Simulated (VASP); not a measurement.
Te: density of states with PBE

Crystal: Te.

```
Te
1.0
    -2.29499    2.29499    1.22195
     2.29499   -2.29499    1.22195
     2.29499    2.29499   -1.22195
Te
2
Direct
  0.62500 0.87500 0.75000
  0.37500 0.12500 0.25000
```

This cell differs from its parent crystal: volume scaled by 0.4.

| Quantity | Value |
| --- | --- |
| Program | VASP 6.6.1 |
| Task | density of states |
| Functional | PBE |
| Potentials or basis | VASP PAW PBE potentials, release 64 (Te) |
| Cutoff | 520 eV |
| k mesh | 15 × 15 × 15 |
| Occupations | fermi-dirac, width 0.08 eV |
| Spin | no spin polarisation |
| Dipole correction | no |
| k mesh for the DOS | 23 × 23 × 23 |
| Occupations for the DOS | tetrahedron |
| Further INCAR settings | ALGO = Normal; EDIFF = 1e-06; NBANDS = 13 |

```json
{
  "Valence electrons inside the program's atomic spheres": "Te 4.35"
}
```

Levels at points of the mesh, in eV from the Fermi level:
```csv
k point,band 4,band 5,band 6,band 7,band 8,band 9
"(0.00, 0.00, 0.00)",-9.02,-3.00,3.92,3.92,6.60,7.35
```

Wall time 6.1 min on 1 thread of Oxide Virtual Turin-like Processor (shared host), peak memory 0.38 GiB.

Caveat: spin-orbit coupling is left out, which moves the levels of the heavy elements.
